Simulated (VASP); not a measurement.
Here is a VASP 6.6.1 calculation.

POSCAR

```
Li
1.0
    0.0000000000      2.8548294421      2.8548294421
    2.8548294421      0.0000000000      2.8548294421
    2.8548294421      2.8548294421      0.0000000000
Li
2
Direct
    0.5000000000      0.5000000000      0.5000000000
    0.7500000000      0.7500000000      0.7500000000
```

Contents of INCAR.step1:

```
SYSTEM = Li
ALGO     = Normal         ! electronic algorithm
EDIFF    = 1E-4           ! SCF threshold, eV
ENCUT    = 520            ! plane-wave cutoff, eV
GGA      = PE             ! functional
ISMEAR   = 0              ! smearing method
LASPH    = .TRUE.         ! aspherical terms in the spheres
LCHARG   = .FALSE.        ! write CHGCAR
LREAL    = .FALSE.        ! projectors in reciprocal space
LWAVE    = .TRUE.         ! write WAVECAR
NBANDS   = 10             ! bands
NELM     = 80             ! most SCF steps
PREC     = Accurate       ! precision mode
SIGMA    = 0.1            ! smearing width, eV
```

Contents of INCAR.step2:

```
SYSTEM = Li
ALGO     = Normal         ! electronic algorithm
EDIFF    = 1E-6           ! SCF threshold, eV
ENCUT    = 520            ! plane-wave cutoff, eV
ISIF     = 2              ! what is computed and relaxed
ISMEAR   = 0              ! smearing method
ISTART   = 1            
LASPH    = .TRUE.         ! aspherical terms in the spheres
LCHARG   = .TRUE.         ! write CHGCAR
LELF     = .TRUE.         ! ELF
LMIXTAU  = .TRUE.       
LREAL    = .FALSE.        ! projectors in reciprocal space
LVHAR    = .TRUE.       
LWAVE    = .FALSE.        ! write WAVECAR
METAGGA  = R2SCAN         ! meta-GGA
NBANDS   = 10             ! bands
NELM     = 80             ! most SCF steps
PREC     = Accurate       ! precision mode
SIGMA    = 0.1            ! smearing width, eV
```

The input KPOINTS:

```
k-points
0
G
  6 6 6
  0 0 0
```

Potentials or basis: VASP PAW PBE potentials, release 64 (Li_sv).

Command:

```console
$ cat potpaw_PBE.64/Li_sv/POTCAR > POTCAR
$ cp INCAR.step1 INCAR
$ mpirun -np 1 vasp_std > vasp.out
$ cp INCAR.step2 INCAR
$ mpirun -np 1 vasp_std > vasp.out
```

(1) Predict the band gap on the k mesh.

Results:

(1) zero (band 3 reaches 0.92 eV, above the bottom of band 4 at 0.29 eV).
